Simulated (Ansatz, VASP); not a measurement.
**Two plane-wave programs on Rb2NbTlF6**

```xyz
10
Lattice="0.0000 4.7646 4.7646 4.7646 0.0000 4.7646 4.7646 4.7646 0.0000" Properties=species:S:1:pos:R:3 pbc="T T T"
Rb    7.1469    7.1469    7.1469
Rb    2.3823    2.3823    2.3823
Nb    0.0000    0.0000    0.0000
Tl    4.7646    4.7646    4.7646
F     2.1063    4.7646    4.7646
F     4.7646    4.7646    2.1063
F     7.4228    4.7646    4.7646
F     4.7646    2.1063    4.7646
F     4.7646    7.4228    4.7646
F     4.7646    4.7646    7.4228
```

Alike in both runs: task relaxation of cell and atoms; functional PBE; k mesh 4 × 4 × 4; no spin polarisation.

|  | VASP | Ansatz |
| --- | --- | --- |
| version | VASP 6.6.1 | Ansatz 0.2.0 |
| potentials or method | VASP PAW PBE potentials, release 64 (Rb_sv, Nb_sv, Tl_d, F), cutoff 600 eV | plane waves, PAW |
| occupations | methfessel-paxton of order 1, width 0.1 eV | methfessel-paxton of order 1 |
| valence electrons in the cell | 86 | 86 |

|  | VASP | Ansatz | Ansatz less VASP |
| --- | --- | --- | --- |
| relaxed volume (Å³/atom) | 21.70 | 21.96 | +0.260 |
| relaxed length of the cell vector where the two differ most in proportion (Å) | 6.745 | 6.772 | +0.0268 |

Neither program's run includes spin-orbit coupling.
